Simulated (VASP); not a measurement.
# CaSe (F-43m) in VASP: further runs, part 2 of 2

VASP 6.6.1. The steps go on from the part before.

### 6 Single point, PBE-based screened hybrid with 20 % exact exchange

POSCAR reads:

```
CaSe
1.0
    0.0000000000      3.2795613675      3.2795613675
    3.2795613675      0.0000000000      3.2795613675
    3.2795613675      3.2795613675      0.0000000000
Ca Se
1 1
Direct
    0.0000000000      0.0000000000      0.0000000000
    0.2500000000      0.2500000000      0.2500000000
```

INCAR.step1 reads:

```
PREC = Accurate ; ENCUT = 520
EDIFF = 1E-5 ; ISMEAR = 0
SIGMA = 0.01 ; LREAL = False
LASPH = True ; NELM = 80
ALGO = Normal ; ISIF = 2
LWAVE = True ; LCHARG = False
NBANDS = 15 ; GGA = PE
```

INCAR.step2 reads:

```
PREC = Accurate ; ENCUT = 520
EDIFF = 1E-6 ; ISMEAR = 0
SIGMA = 0.01 ; LREAL = False
LASPH = True ; NELM = 80
ALGO = Normal ; ISIF = 2
LWAVE = False ; LCHARG = False
GGA = PE ; LHFCALC = True
AEXX = 0.2 ; HFSCREEN = 0.2078
PRECFOCK = Normal ; NBANDS = 15
ISTART = 1
```

KPOINTS reads:

```
regular mesh
0
Gamma
  4 4 4
```

Potentials or basis: VASP PAW PBE potentials, release 64 (Ca_sv, Se).

Command:

```sh
$ cat potpaw_PBE.64/Ca_sv/POTCAR potpaw_PBE.64/Se/POTCAR > POTCAR
$ cp INCAR.step1 INCAR
$ mpirun -np 1 vasp_std > vasp.out
$ cp INCAR.step2 INCAR
$ mpirun -np 1 vasp_std > vasp.out
```

OUTCAR:

```text
PREC = Accurate
   ENCUT = 520
   EDIFF = 1E-6
   ISMEAR = 0
   LREAL = False
   LASPH = True
   NELM = 80
   ISIF = 2
   GGA = PE
   LHFCALC = True
   AEXX = 0.2
   HFSCREEN = 0.2078
   PRECFOCK = Normal
   ISTART = 1

 ion  position               nearest neighbor table
   1  0.000  0.000  0.000-   2 2.84   2 2.84   2 2.84   2 2.84
   2  0.250  0.250  0.250-   1 2.84   1 2.84   1 2.84   1 2.84

  LATTYP: Found a face centered cubic cell.
 ALAT       =     6.5591227350

  Lattice vectors:

 A1 = (   0.0000000000,   3.2795613675,   3.2795613675)
 A2 = (   3.2795613675,   0.0000000000,   3.2795613675)
 A3 = (   3.2795613675,   3.2795613675,   0.0000000000)

Analysis of symmetry for initial positions (statically):
=====================================================================
 Subroutine PRICEL returns:
 Original cell was already a primitive cell.

 Routine SETGRP: Setting up the symmetry group for a
 face centered cubic supercell.

 Subroutine GETGRP returns: Found 24 space group operations
 (whereof 24 operations were pure point group operations)
 out of a pool of 48 trial point group operations.

The static configuration has the point symmetry T_d .

Analysis of symmetry for dynamics (positions and initial velocities):
=====================================================================
 Subroutine PRICEL returns:
 Original cell was already a primitive cell.

 Routine SETGRP: Setting up the symmetry group for a
 face centered cubic supercell.

 Subroutine GETGRP returns: Found 24 space group operations
 (whereof 24 operations were pure point group operations)
 out of a pool of 48 trial point group operations.

The dynamic configuration has the point symmetry T_d .

 Subroutine INISYM returns: Found 24 space group operations
 (whereof 24 operations are pure point group operations),
 and found     1 'primitive' translations

----------------------------------------------------------------------------------------

                                     Primitive cell

  volume of cell :      70.5468

  direct lattice vectors                    reciprocal lattice vectors
     0.000000000  3.279561367  3.279561367    -0.152459413  0.152459413  0.152459413
     3.279561367  0.000000000  3.279561367     0.152459413 -0.152459413  0.152459413
     3.279561367  3.279561367  0.000000000     0.152459413  0.152459413 -0.152459413

  length of vectors
     4.638000165  4.638000165  4.638000165     0.264067449  0.264067449  0.264067449

  position of ions in fractional coordinates (direct lattice)
     0.000000000  0.000000000  0.000000000
     0.250000000  0.250000000  0.250000000

  ion indices of the primitive-cell ions
   primitive index   ion index
                 1           1
                 2           2

----------------------------------------------------------------------------------------

 KPOINTS: regular mesh

Automatic generation of k-mesh.
 Grid dimensions read from file:
 generate k-points for:    4    4    4

 Generating k-lattice:

  Cartesian coordinates                     Fractional coordinates (reciprocal lattice)
    -0.038114853  0.038114853  0.038114853     0.250000000  0.000000000  0.000000000
[... 32 lines left out ...]
 SYSTEM =  unknown system
   PREC   = accura    normal or accurate (medium, high low for compatibility)
   ISTART =      1    job   : 0-new  1-cont  2-samecut
   ICHARG =      0    charge: 1-file 2-atom 10-const
   ISPIN  =      1    spin polarized calculation?
   LNONCOLLINEAR =      F non collinear calculations
   LSORBIT =      F    spin-orbit coupling
   LASPH  =      T    aspherical Exc in radial PAW
   ENCUT  =  520.0 eV  38.22 Ry    6.18 a.u.   8.62  8.62  8.62*2*pi/ulx,y,z
   NELM   =     80;   NELMIN=  2; NELMDL=  0     # of ELM steps
   EDIFF  = 0.1E-05   stopping-criterion for ELM
   LREAL  =      F    real-space projection
   EDIFFG = 0.1E-04   stopping-criterion for IOM
   NSW    =      0    number of steps for IOM
   IBRION =     -1    ionic relax: 0-MD 1-quasi-New 2-CG
   NFREE  =      0    steps in history (QN), initial steepest desc. (CG)
   ISIF   =      2    stress and relaxation
   ISYM   =      3    0-nonsym 1-usesym 2-fastsym
   POTIM  = 0.5000    time-step for ionic-motion
   TEBEG  =    0.0;   TEEND  =   0.0 temperature during run
   PSTRESS=    0.0 pullay stress
   NELECT =      16.0000    total number of electrons
   NUPDOWN=      -1.0000    fix difference up-down
   EMIN   =  10.00;   EMAX   =-10.00  energy-range for DOS
   EFERMI =   0.00;   METHOD = LEGACY
   ISMEAR =     0;   SIGMA  =   0.01  broadening in eV -4-tet -1-fermi 0-gaus
   EFERMI_NEDOS =   21; number of points for ismear=-14 and -15
   IALGO  =     38    algorithm
   IMIX   =      1    mixing-type and parameters
     AMIX     =   0.40;   BMIX     =  1.00
     AMIX_MAG =   1.60;   BMIX_MAG =  1.00
  volume/ion in A,a.u.               =      35.27       238.04
  Fermi-wavevector in a.u.,A,eV,Ry     =   0.998364  1.886635 13.561354  0.996731
  Thomas-Fermi vector in A             =   2.130583
   LORBIT       =      0    0 simple, 1 ext, 2 COOP (PROOUT), +10 PAW based schemes
   GGA     = PE    functional components
   LHFCALC =     T    Hartree Fock is set to
   PRECFOCK=normal    Normal, Fast or Accurate (Low or Medium for compatibility)
   ENCUT4O =  -1.0   cutoff for four orbital integrals eV
   NKREDX  =     1    reduce k-point grid by
   NKREDY  =     1    reduce k-point grid by
   NKREDZ  =     1    reduce k-point grid by
   AEXX    =    0.2000 exact exchange contribution
   HFSCREEN=    0.2078 screening length (either q_TF or 0.3 A-1)
   HFSCREENC=   0.2078 screening length for correlation (either q_TF or 0.3 A-1)
   ENCUTFOCK=  -1.0 apply spherical cutoff to Coloumb kernel
   IVDW    =     0    specifies the selected vdW correction
   LEPSILON=     F    determine dielectric tensor
   LRPA    =     F    only Hartree local field effects (RPA)
 non-spin polarized calculation
 Gauss-broadening in eV      SIGMA  =   0.01
  energy-cutoff  :      520.00
  volume of cell :       70.55
 maximum number of plane-waves:      1924
 NGX is ok and might be reduce to    36
  NGX = 28; NGY = 28; NGZ = 28

 number of electron      16.0000003 magnetization

 Free energy of the ion-electron system (eV)
  ---------------------------------------------------
  ext. energy  EPLUGINS =         0.00000000
  ---------------------------------------------------
  free energy    TOTEN  =        -9.88981738 eV

  energy without entropy =       -9.88981738  energy(sigma->0) =       -9.88981738

 E-fermi :  -0.7090     XC(G=0):  -6.6462

 val. band max:       -0.8068653951   @ k =  -0.2500   0.2500   0.0000
 cond. band min:       3.0991510539   @ k =   0.0000   0.0000   0.0000
 fundamental gap:      3.9060164490
 Fermi energy:        -0.7089622917

 k-point     1 :       0.0000    0.0000    0.0000
  band No.  band energies     occupation
      1     -42.2763      2.00000
      2     -22.1109      2.00000
      3     -22.1109      2.00000
      4     -22.1109      2.00000
      5     -11.9195      2.00000
      6      -0.8938      2.00000
      7      -0.8938      2.00000
      8      -0.8938      2.00000
      9       3.0992      0.00000
     10       5.7442      0.00000
     11       5.7442      0.00000
     12       7.8407      0.00000
     13       7.8407      0.00000
     14       7.8407      0.00000
[... 113 lines left out ...]
      2     -22.1598      2.00000
      3     -22.1337      2.00000
      4     -22.1277      2.00000
      5     -11.5322      2.00000
      6      -1.5791      2.00000
      7      -1.5650      2.00000
      8      -0.9428      2.00000
      9       3.8078      0.00000
     10       5.2182      0.00000
     11       6.3286      0.00000
     12       6.6255      0.00000
     13       7.3520      0.00000
     14       8.9507      0.00000
     15       9.3621      0.00000

------------------------ aborting loop because EDIFF is reached ----------------------------------------

  FORCE on cell =-STRESS in cart. coord.  units (eV):
  Direction    XX          YY          ZZ          XY          YZ          ZX
  --------------------------------------------------------------------------------------
  -------------------------------------------------------------------------------------
  Total        0.1615753      0.1615753      0.1615753      0.0000000      0.0000000     -0.0000000
  in kB        3.6695111      3.6695111      3.6695111      0.0000000      0.0000000     -0.0000000
  external PRESSURE =       3.6695111 kB  Pullay stress =       0.0000000 kB

 VOLUME and BASIS-vectors are now :
 -----------------------------------------------------------------------------
  energy-cutoff  :      520.00
  volume of cell :       70.55
      direct lattice vectors                 reciprocal lattice vectors
     0.000000000  3.279561367  3.279561367    -0.152459413  0.152459413  0.152459413
     3.279561367  0.000000000  3.279561367     0.152459413 -0.152459413  0.152459413
     3.279561367  3.279561367  0.000000000     0.152459413  0.152459413 -0.152459413

 POSITION                                       TOTAL-FORCE (eV/Angst)
 -----------------------------------------------------------------------------------
      0.00000      0.00000      0.00000        -0.000000     -0.000000     -0.000000
      1.63978      1.63978      1.63978         0.000000      0.000000      0.000000
 -----------------------------------------------------------------------------------
    total drift:                                0.000002      0.000000     -0.000002

  FREE ENERGIE OF THE ION-ELECTRON SYSTEM (eV)
  ---------------------------------------------------
  free  energy   TOTEN  =        -9.8898173788 eV

  energy  without entropy=       -9.8898173788  energy(sigma->0) =       -9.88981738
```

Wall time 17 min (1 thread of Intel Xeon 8259CL, shared host); peak memory 0.31 GiB.

Results:

| Quantity | Value |
| --- | --- |
| Free energy | -9.8898 eV |
| Pressure | 0.4 GPa |
| Band gap on the k mesh | 3.91 eV (least direct gap 3.99 eV) |

Caveat: the PAW data sets were made with another functional, which shifts forces and pressure a little.

### 7 Overview

| level | k mesh | smearing | grid for exact exchange (PRECFOCK) | share of exact exchange | screening parameter | gap on the mesh (eV) | pressure (GPa) |
| --- | --- | --- | --- | --- | --- | --- | --- |
| r2SCAN | 4 × 4 × 4 | fermi-dirac 0.2 eV | - | - | - | 3.68 | 0.2 |
| r2SCAN | 4 × 4 × 4, shifted | gaussian 0.01 eV | - | - | - | 4.05 | 0.2 |
| HSE06 | 4 × 4 × 4 | gaussian 0.01 eV | Normal | 0.25 | 0.2079 1/Å | 4.09 | 0.3 |
| PBE-based screened hybrid with 75 % exact exchange | 4 × 4 × 4 | gaussian 0.01 eV | Normal | 0.75 | 0.5 1/Å | 4.50 | 0.1 |
| PBE-based screened hybrid with 20 % exact exchange | 4 × 4 × 4 | gaussian 0.01 eV | Normal | 0.2 | 0.2078 1/Å | 3.91 | 0.4 |

Alike in all rows: task single point; potentials or basis VASP PAW PBE potentials, release 64 (Ca_sv, Se); no spin polarisation; cell as given; cutoff (eV) 520.

On the cell as given the gap runs from 3.68 eV (r2SCAN) to 4.50 eV (PBE-based screened hybrid with 75 % exact exchange). The pressure there spans 0.1 GPa (PBE-based screened hybrid with 75 % exact exchange) to 0.4 GPa (PBE-based screened hybrid with 20 % exact exchange); a positive pressure means that this level wants a larger cell, a negative one a smaller.

Caveats: the PAW data sets were made with another functional, which shifts forces and pressure a little; a shifted mesh leaves out Γ, where band edges can lie (at least some runs).

Absolute energies hang on the potentials; compare differences alone.
